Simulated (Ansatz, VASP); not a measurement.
# One calculation of CeO2, two programs

Contents of INCAR:

```
SYSTEM = CeO2
PREC = Accurate ; ENCUT = 520
EDIFF = 1E-6 ; ISMEAR = 0
SIGMA = 0.05 ; LREAL = .FALSE.
LASPH = .TRUE. ; NELM = 100
ALGO = Normal ; ISIF = 2
LWAVE = .FALSE. ; LCHARG = .FALSE.
GGA = PS ; IVDW = 12
NBANDS = 19
```

File KPOINTS:

```
Automatic mesh
0
G
  8 8 8
  0 0 0
```

Contents of POSCAR:

```
CeO2
1.0
    0.0000000000      2.6842755474      2.6842755474
    2.6842755474      0.0000000000      2.6842755474
    2.6842755474      2.6842755474      0.0000000000
Ce O
1 2
Direct
    0.0000000000      0.0000000000      0.0000000000
    0.2500000000      0.2500000000      0.2500000000
    0.7500000000      0.7500000000      0.7500000000
```

Input for Ansatz:

```yaml
crystal:
  lattice:
    - [0.0, 2.6842755474, 2.6842755474]
    - [2.6842755474, 0.0, 2.6842755474]
    - [2.6842755474, 2.6842755474, 0.0]
  atoms:
    - { symbol: Ce, position: [0.0, 0.0, 0.0] }
    - { symbol: O, position: [0.25, 0.25, 0.25] }
    - { symbol: O, position: [0.75, 0.75, 0.75] }
basis:
  ecutwfc: 420
  ecutrho_ratio: 4
kpoints:
  mp_grid: { grid: [8, 8, 8] }
hamiltonian:
  xc: pbesol
  dispersion: d3bj
scf:
  occupations: { method: gaussian, width: 0.05 }
output:
  forces: true
  stress: true
  eigenvalues: true
```

Alike in both runs: task single point; functional PBEsol; dispersion D3(BJ); k mesh 8 × 8 × 8; occupations gaussian, width 0.05 eV; no spin polarisation.

```csv
,VASP,Ansatz
version,VASP 6.6.1,Ansatz 0.2.0
potentials or method,"VASP PAW PBE potentials, release 64 (Ce, O), cutoff 520 eV","scalar-relativistic, plane waves, PAW"
valence electrons in the cell,24,24
```

```tsv
	VASP	Ansatz	Ansatz less VASP
gap on the k mesh at the Fermi level (eV)	2.02	2.04	+0.024
least direct gap on the mesh (eV)	2.14	2.16	+0.024
pressure (GPa)	0.0	0.0	+0.02
```

VASP's potentials were made for PBE, not for PBEsol.

Spin-orbit coupling is off throughout.
